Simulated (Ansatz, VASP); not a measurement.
Two plane-wave programs on BN

The input INCAR:

```
SYSTEM = BN
PREC = Accurate
ENCUT = 520
EDIFF = 1E-6
ISMEAR = 0
SIGMA = 0.05
LREAL = .FALSE.
LASPH = .TRUE.
NELM = 100
ALGO = Normal
ISIF = 2
LWAVE = .FALSE.
LCHARG = .TRUE.
GGA = PE
LELF = .TRUE.
LVHAR = .TRUE.
NBANDS = 11
```

File KPOINTS:

```
regular mesh
0
G
  12 12 12
  0 0 0
```

File POSCAR:

```
BN
1.0
    0.0000000000      1.8123485119      1.7036076012
    1.8123485119      0.0000000000      1.7036076012
    1.8123485119      1.8123485119      0.0000000000
B N
1 1
Direct
    0.0000000000      0.0000000000      0.0000000000
    0.7500000000      0.7500000000      0.7500000000
```

Input for Ansatz:

```yaml
crystal:
  lattice:
    - [0.0, 1.8123485119, 1.7036076012]
    - [1.8123485119, 0.0, 1.7036076012]
    - [1.8123485119, 1.8123485119, 0.0]
  atoms:
    - { symbol: B, position: [0.0, 0.0, 0.0] }
    - { symbol: "N", position: [0.75, 0.75, 0.75] }
basis:
  ecutwfc: 420
kpoints:
  mp_grid: { grid: [12, 12, 12] }
hamiltonian:
  xc: pbe
scf:
  occupations: { method: gaussian, width: 0.05 }
output:
  forces: true
  stress: true
  eigenvalues: true
  write_density: true
  write_potential: true
  elf: true
  volumetric_format: npy
```

Change from the starting cell: strain -0.0600 x Voigt [0, 0, 1, 0, 0, 0], atoms carried along.

Alike in both runs: task single point; functional PBE; k mesh 12 × 12 × 12; occupations gaussian, width 0.05 eV; no spin polarisation.

|  | VASP | Ansatz |
| --- | --- | --- |
| version | VASP 6.6.1 | Ansatz 0.2.0 |
| potentials or method | VASP PAW PBE potentials, release 64 (B, N), cutoff 520 eV | scalar-relativistic, plane waves, PAW |
| valence electrons in the cell | 8 | 8 |

```tsv
	VASP	Ansatz	Ansatz less VASP
gap on the k mesh at the Fermi level (eV)	3.42	3.43	+0.013
least direct gap on the mesh (eV)	8.44	8.45	+0.012
pressure (GPa)	26.1	25.6	-0.44
traceless stress, the component that is largest in VASP (GPa)	24.27	24.27	-0.002
```
